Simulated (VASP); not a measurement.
Crystal: GaS3.

```
Ga S
1.0
     5.90398    0.00000    0.00000
    -2.95199    5.11299    0.00000
     0.00000    0.00000    6.10746
Ga S
2 6
Direct
  0.66667 0.33333 0.00000
  0.33333 0.66667 0.00000
  0.64304 0.64304 0.77807
  0.35696 0.35696 0.22193
  0.00000 0.35696 0.77807
  0.35696 0.00000 0.77807
  0.64304 0.00000 0.22193
  0.00000 0.64304 0.22193
```

The cell was built from a structure type or drawn by symmetry, and may not be a known phase.

```yaml
Program: VASP 6.6.1
Task: relaxation of cell and atoms
Functional: PBE
Potentials_or_basis: VASP PAW PBE potentials, release 64 (Ga_d, S)
Cutoff: 600 eV
k_mesh: 3 × 3 × 4
Occupations: gaussian, width 0.1 eV
Spin: no spin polarisation
```

At the start: pressure 3.5 GPa; volume 23.05 Å³/atom.

Task: Where does the relaxation end?

Result: Over 32 steps the energy falls by 272.8 meV/atom and the volume is 21.60 Å³/atom (-6.3 %); space group P-31m (No. 162, to 0.1 Å) before and after.

The path:
```csv
step,energy change (eV),largest force (eV/Å),pressure (GPa),volume (Å³)
1,0.0000,1.3918,3.45,184.37
2,-0.4776,0.1034,-3.54,197.82
3,-0.4802,0.1646,-3.18,196.90
4,-0.9774,0.1130,-3.51,189.85
5,-1.4215,0.9266,-2.16,166.67
6,-1.5543,0.4244,-3.71,178.31
7,-1.5953,0.5549,-3.51,175.41
8,-1.6504,0.6955,4.29,157.15
9,-1.7405,0.4497,0.42,164.81
10,-1.8194,0.4472,0.48,164.21
11,-1.9965,0.4398,0.91,162.40
12,-1.8784,0.6255,3.14,158.71
13,-2.0454,0.4205,1.36,161.18
14,-2.0940,0.2678,0.67,162.22
15,-2.1303,0.0549,-0.39,164.21
16,-2.1412,0.0564,-0.11,163.61
17,-2.1524,0.0719,0.79,161.82
18,-2.1527,0.0691,0.65,162.06
19,-2.1580,0.0879,0.23,163.15
20,-2.1591,0.1217,-0.11,164.02
21,-2.1625,0.0981,-0.08,164.37
22,-2.1678,0.0577,0.00,165.44
23,-2.1679,0.0608,0.03,165.66
24,-2.1696,0.0532,0.09,165.92
25,-2.1736,0.0317,0.28,166.70
26,-2.1767,0.0383,0.68,168.24
27,-2.1772,0.0350,0.65,168.45
28,-2.1787,0.0255,0.54,169.08
29,-2.1808,0.0166,0.34,170.33
30,-2.1824,0.0459,-0.05,172.86
31,-2.1824,0.0434,-0.02,172.69
32,-2.1826,0.0397,-0.02,172.80
```

Final structure:
```
CELL_PARAMETERS angstrom
5.21254 0.00000 0.00000
-2.60627 4.51419 0.00000
0.00000 0.00000 7.34371
ATOMIC_POSITIONS crystal
Ga 0.66667 0.33333 0.00000
Ga 0.33333 0.66667 0.00000
S 0.69919 0.69919 0.77659
S 0.30081 0.30081 0.22341
S 0.00000 0.30081 0.77659
S 0.30081 0.00000 0.77659
S 0.69919 0.00000 0.22341
S 0.00000 0.69919 0.22341
```

Caveat: the k points lie up to 0.46 Å⁻¹ apart in the final cell, too coarse for converged energies and pressures of a metal; a cell axis changed by over 15 % at a fixed basis, so the end point is rough; this functional lacks dispersion, which binds the layers, so the pressure and a relaxed spacing across them are unreliable.
